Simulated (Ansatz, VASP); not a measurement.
One calculation of Cu, two programs

```
Cu
1.0
    -1.45235    1.45235    1.38519
     1.45235   -1.45235    1.38519
     1.45235    1.45235   -1.38519
Cu
1
Direct
  0.00000 0.00000 0.00000
```

Change from the starting cell: volume scaled by 1.02.

Alike in both runs: task single point; functional BLYP; k mesh 10 × 10 × 10; non-collinear spin.

```csv
,VASP,Ansatz
version,VASP 6.6.1,Ansatz 0.2.0
potentials or method,"VASP PAW PBE potentials, release 64 (Cu), cutoff 520 eV","all-electron LAPW, scalar-relativistic"
occupations,"methfessel-paxton of order 1, width 0.1 eV","cold, width 0.1 eV"
```

|  | VASP | Ansatz | Ansatz less VASP |
| --- | --- | --- | --- |
| gap on the k mesh at the Fermi level (eV) | none | none | - |
| pressure (GPa) | 13.3 | 12.5 | -0.80 |
| traceless stress, the component that is largest in VASP (GPa) | -1.77 | -1.90 | -0.137 |
| net moment per atom (μB) | 0.00 | 0.00 | 0.000 |

VASP's potentials were made for PBE, not for BLYP. A gap of «none» marks a metal or a gap that the smearing closes. Ansatz ran all-electron here, and VASP with PAW potentials.

Noted on Ansatz's run: the program listed the state as in doubt; the k mesh is thin for a metal, which can move the energy by tens of meV per atom.
